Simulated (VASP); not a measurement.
Crystal: SnSe2.

```
CELL_PARAMETERS angstrom
3.81100 0.00000 0.00000
-1.90550 3.30042 0.00000
0.00000 0.00000 6.13600
ATOMIC_POSITIONS crystal
Sn 0.00000 0.00000 0.00000
Se 0.33333 0.66667 0.24900
Se 0.66667 0.33333 0.75100
```

| Item | Value |
| --- | --- |
| Program | VASP 6.6.1 |
| Task | relaxation of cell and atoms |
| Functional | PBEsol |
| Potentials or basis | VASP PAW PBE potentials, release 64 (Sn_d, Se) |
| Cutoff | 600 eV |
| k mesh | 12 × 12 × 6 |
| Occupations | gaussian, width 0.02 eV |
| Spin | no spin polarisation |

At the start: pressure 2.6 GPa; volume 25.73 Å³/atom.

Q: Where does the relaxation end?

A: Over 21 steps the energy falls by 13.0 meV/atom and the volume is 25.92 Å³/atom (+0.8 %); space group P-3m1 (No. 164, to 0.1 Å) before and after.

Step by step:
```
step  energy change (eV)  largest force (eV/Å)  pressure (GPa)  volume (Å³)
   1              0.0000                0.6244            2.64        77.18
   2             -0.0133                0.2770           -2.39        82.01
   3             -0.0338                0.0966           -0.37        79.83
   4             -0.0370                0.0487           -0.21        79.39
   5             -0.0376                0.0119           -0.06        79.06
   6             -0.0376                0.0153           -0.09        79.10
   7             -0.0377                0.0338            0.05        78.92
   8             -0.0378                0.0393            0.09        78.87
   9             -0.0378                0.0379            0.07        78.85
  10             -0.0380                0.0333            0.04        78.78
  11             -0.0384                0.0242           -0.05        78.65
  12             -0.0386                0.0069           -0.21        78.39
  13             -0.0386                0.0084           -0.16        78.30
  14             -0.0387                0.0130           -0.11        78.05
  15             -0.0387                0.0229            0.04        77.55
  16             -0.0388                0.0187           -0.02        77.78
  17             -0.0388                0.0176           -0.05        77.83
  18             -0.0388                0.0180           -0.02        77.80
  19             -0.0388                0.0140           -0.02        77.79
  20             -0.0389                0.0009           -0.03        77.77
  21             -0.0389                0.0039           -0.02        77.77
```

Final structure:
```yaml
crystal:
  lattice:
    - [3.82078, 0.00000, 0.00000]
    - [-1.91039, 3.30889, 0.00000]
    - [0.00000, 0.00000, 6.15108]
  atoms:
    - { symbol: Sn, position: [0.00000, 0.00000, 0.00000] }
    - { symbol: Se, position: [0.33333, 0.66667, 0.25819] }
    - { symbol: Se, position: [0.66667, 0.33333, 0.74181] }
```

Caveat: the PAW data sets were made with another functional, which shifts forces and pressure a little; this functional lacks dispersion, which binds layers or chains, so the pressure and a relaxed spacing across them are unreliable.
